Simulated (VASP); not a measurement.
Set up this calculation in VASP 6.6.1, as the native input.

| Quantity | Value |
| --- | --- |
| Task | single point |
| Functional | r2SCAN |
| Potentials or basis | VASP PAW PBE potentials, release 64 (Mo_sv, Si) |
| Cutoff | 520 eV |
| k mesh | 7 × 7 × 4 |
| Occupations | fermi-dirac, width 0.05 eV |
| Spin | no spin polarisation |
| Dipole correction | no |
| Further INCAR settings | ALGO = Normal; EDIFF = 1e-06; NBANDS = 43 |

The system is Si2Mo.

```xyz
9
Lattice="4.5842 0.0000 0.0000 -2.2921 3.9701 0.0000 0.0000 0.0000 6.5762" Properties=species:S:1:pos:R:3 pbc="T T T"
Mo    1.1461    1.9850    5.4802
Mo   -1.1461    1.9850    1.0960
Mo    2.2921    0.0000    3.2881
Si    0.0000    1.3010    3.2881
Si    1.1654    3.3195    1.0960
Si    3.4575    0.6505    5.4802
Si    2.2921    2.6690    3.2881
Si    1.1267    0.6505    1.0960
Si   -1.1654    3.3195    5.4802
```

One way to write it, as run:

POSCAR

```
Si2Mo
1.0
    4.5842292865      0.0000000000      0.0000000000
   -2.2921146433      3.9700590188      0.0000000000
    0.0000000000      0.0000000000      6.5762220841
Mo Si
3 6
Direct
    0.5000000000      0.5000000000      0.8333333333
    0.0000000000      0.5000000000      0.1666666667
    0.5000000000      0.0000000000      0.5000000000
    0.1638575278      0.3277150555      0.5000000000
    0.6722849445      0.8361424722      0.1666666667
    0.8361424722      0.1638575278      0.8333333333
    0.8361424722      0.6722849445      0.5000000000
    0.3277150555      0.1638575278      0.1666666667
    0.1638575278      0.8361424722      0.8333333333
```

INCAR.step1

```
PREC = Accurate
ENCUT = 520
ISMEAR = -1
SIGMA = 0.05
LREAL = F
LASPH = T
NELM = 100
NBANDS = 43
GGA = PE
ALGO = Normal
EDIFF = 1E-4
LWAVE = T
LCHARG = F
```

INCAR.step2

```
PREC = Accurate
ENCUT = 520
EDIFF = 1E-6
ISMEAR = -1
SIGMA = 0.05
LREAL = F
LASPH = T
NELM = 100
ALGO = Normal
ISIF = 2
LWAVE = F
LCHARG = F
METAGGA = R2SCAN
LMIXTAU = T
NBANDS = 43
ISTART = 1
```

KPOINTS

```
regular mesh
0
Gamma
  7 7 4
```

Potentials or basis: VASP PAW PBE potentials, release 64 (Mo_sv, Si).

Launch:

```bash
$ cat potpaw_PBE.64/Mo_sv/POTCAR potpaw_PBE.64/Si/POTCAR > POTCAR
$ cp INCAR.step1 INCAR
$ mpirun -np 1 vasp_std > vasp.out
$ cp INCAR.step2 INCAR
$ mpirun -np 1 vasp_std > vasp.out
```

Results of the run:

```
Pressure               : 0.4 GPa
Largest force          : 0.008 eV/Å
Band gap on the k mesh : 0.37 eV, indirect (least direct gap 0.78 eV)
```

Caveat: the PAW data sets were made with another functional, which shifts forces and pressure a little.

It took 3.2 min on 1 thread of Intel(R) Xeon(R) 6975P-C (Granite Rapids), on a shared host, peak memory 0.3 GiB.
